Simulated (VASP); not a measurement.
Input of a VASP 6.6.1 run:

File POSCAR:

```
Si16Ni
1.0
    0.0000000000      5.4437023800     -5.4437023800
    5.4437023800      5.4437023800      0.0000000000
    5.4437023800      0.0000000000     -5.4437023800
Si Ni
16 1
Direct
    0.1246087594      0.1314669594      0.1314708171
    0.1213423244      0.6445952139      0.1172669730
    0.5885147233      0.1408478911      0.1408339300
    0.6275110690      0.6284615251      0.1228526935
    0.1213477435      0.1172771683      0.6445728945
    0.1259099878      0.6230615238      0.6230635445
    0.6275091402      0.1228573778      0.6284553712
    0.6309000309      0.6218301009      0.6218188952
    0.2521080148      0.7573795759      0.2488736352
    0.2169903712      0.2710792944      0.2710607408
    0.7395509929      0.7664299421      0.2475316257
    0.7388837080      0.2551548382      0.2551482251
    0.2560815053      0.7448157921      0.7448047702
    0.2521051674      0.2488718900      0.7573796678
    0.7509739171      0.7489572749      0.7489517640
    0.7395520951      0.2475426476      0.7664146951
   -0.0516404058      0.0342772229      0.0342090708
```

Contents of INCAR.step1:

```
PREC = Accurate
ENCUT = 520
ISMEAR = 0
SIGMA = 0.02
LREAL = Auto
LASPH = T
NELM = 80
NBANDS = 51
GGA = PE
ALGO = Normal
EDIFF = 1E-4
LWAVE = T
LCHARG = F
```

Contents of INCAR.step2:

```
PREC = Accurate
ENCUT = 520
EDIFF = 1E-6
ISMEAR = 0
SIGMA = 0.02
LREAL = Auto
LASPH = T
NELM = 80
ALGO = Normal
ISIF = 2
LWAVE = F
LCHARG = F
METAGGA = R2SCAN
LMIXTAU = T
NBANDS = 51
ISTART = 1
```

The input KPOINTS:

```
Automatic mesh
0
Gamma
  2 2 2
```

Potentials or basis: VASP PAW PBE potentials, release 64 (Si, Ni).

Command:

```bash
$ cat potpaw_PBE.64/Si/POTCAR potpaw_PBE.64/Ni/POTCAR > POTCAR
$ cp INCAR.step1 INCAR
$ mpirun -np 1 vasp_std > vasp.out
$ cp INCAR.step2 INCAR
$ mpirun -np 1 vasp_std > vasp.out
```

Problem. Predict the largest force.

Solution. 0.111 eV/Å.

Problem. Predict the pressure.

Solution. 0.3 GPa.

Problem. Estimate the band gap on the k mesh.

Solution. 0.36 eV.

Forces in eV/Å, atoms in the order of the input:
```
Si  -0.060 -0.028  0.028
Si   0.007  0.014 -0.019
Si   0.053 -0.046  0.046
Si  -0.003  0.028 -0.025
Si   0.007  0.019 -0.014
Si   0.010  0.008 -0.008
Si  -0.003  0.025 -0.028
Si  -0.003  0.022 -0.022
Si  -0.020  0.012 -0.045
Si  -0.013 -0.048  0.048
Si   0.018  0.019  0.001
Si   0.022 -0.019  0.019
Si  -0.004  0.016 -0.017
Si  -0.020  0.045 -0.012
Si   0.008  0.010 -0.010
Si   0.018 -0.001 -0.019
Ni  -0.016 -0.078  0.078
```

Caveat: the k points lie up to 0.50 Å⁻¹ apart; the PAW data sets were made with another functional, which shifts forces and pressure a little. Spin polarisation is off, so any magnetic state and its effect on volume and gap are missing.
